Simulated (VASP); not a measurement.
Input of a VASP 6.6.1 run:

The input INCAR:

```
SYSTEM = NaV16
  PREC = Accurate
  ENCUT = 520
  EDIFF = 1E-7
  ISMEAR = -1
  SIGMA = 0.15
  LREAL = Auto
  LASPH = .True.
  NELM = 80
  ALGO = Normal
  ISIF = 2
  LWAVE = .False.
  LCHARG = .True.
  GGA = PS
  LELF = .True.
  LVHAR = .True.
  NBANDS = 122
```

Contents of KPOINTS:

```
Automatic mesh
0
Gamma
  2 2 2
  0 0 0
```

File POSCAR:

```
NaV16
1.0
    6.0400000000      0.0000000000      0.0000000000
    0.0000000000      6.0400000000      0.0000000000
    0.0000000000      0.0000000000      6.0400000000
V Na
16 1
Direct
    0.0102980132      0.0286754967      0.0271523179
    0.5131125828      0.0351324503      0.0354470199
   -0.0306125828      0.4730132450      0.0657781457
    0.0084933775      0.0596192053      0.5448509934
    0.2231788079      0.2375496689      0.2740397351
    0.5930298013      0.5557781457      0.1706456954
    0.4546192053     -0.0023013245      0.4668708609
    0.7371026490      0.2360927152      0.3293211921
   -0.0811092715      0.5270860927      0.5025827815
    0.2294701987      0.7553642384      0.2629139073
    0.2641059603      0.1925993377      0.8101655629
    0.4073841060      0.4779470199      0.4963079470
    0.7571854305      0.8093377483      0.3085099338
    0.7317218543      0.2886589404      0.7721357616
    0.1290397351      0.7807119205      0.7432284768
    0.7480960265      0.8108940397      0.8235927152
    0.4242549669      0.5892549669     -0.1186258278
```

Potentials or basis: VASP PAW PBE potentials, release 64 (V_sv, Na_pv).

Run with:

```console
$ cat potpaw_PBE.64/V_sv/POTCAR potpaw_PBE.64/Na_pv/POTCAR > POTCAR
$ mpirun -np 1 vasp_std > vasp.out
```

Task: Estimate the pressure.

Result: 15.2 GPa.

Task: Estimate the band gap on the k mesh.

Result: Zero (an odd number of electrons rules out a gap without spin polarisation).

Task: What does it give for the largest force?

Result: 3.214 eV/Å.

Stress tensor (GPa, compression positive):
```
13.53 -1.18  2.91
-1.18 14.41  1.73
 2.91  1.73 17.58
```

Caveat: the k points lie up to 0.52 Å⁻¹ apart, too coarse for converged energies and pressures of a metal; atoms lie so close that the PAW spheres overlap strongly, which falsifies energies and pressures; the atoms stand as in a frame of molecular dynamics; the PAW data sets were made with another functional, which shifts forces and pressure a little.
